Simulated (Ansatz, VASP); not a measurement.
## HC4 in VASP and in Ansatz

```
C H
1.0
     4.93140    0.00000    0.00000
    -2.46570    4.27072    0.00000
     0.00000    0.00000   18.00000
C H
8 2
Direct
  0.16667 0.33333 0.22222
  0.16667 0.83333 0.22222
  0.66667 0.33333 0.22222
  0.66667 0.83333 0.22222
  0.33333 0.16667 0.22222
  0.33333 0.66667 0.22222
  0.83333 0.16667 0.22222
  0.83333 0.66667 0.22222
  0.13026 0.13026 0.36667
  0.36974 0.36974 0.36667
```

Alike in both runs: task single point; functional PBE; dispersion D3(BJ); k mesh 6 × 6 × 1; occupations gaussian, width 0.1 eV; no spin polarisation.

|  | VASP | Ansatz |
| --- | --- | --- |
| version | VASP 6.6.1 | Ansatz 0.2.0 |
| potentials or method | VASP PAW PBE potentials, release 64 (C, H), cutoff 520 eV | scalar-relativistic, plane waves, PAW |
| valence electrons in the cell | 34 | 34 |

```tsv
	VASP	Ansatz	Ansatz less VASP
gap on the k mesh at the Fermi level (eV)	0.01	0.01	0.000
least direct gap on the mesh (eV)	0.01	0.01	0.000
rms of the force components (eV/Å)	1.207	1.207	-0.0001
```

Atom by atom the forces differ by 0.000 eV/Å (rms over components). Ansatz's warnings: structure snapped to symmetry.
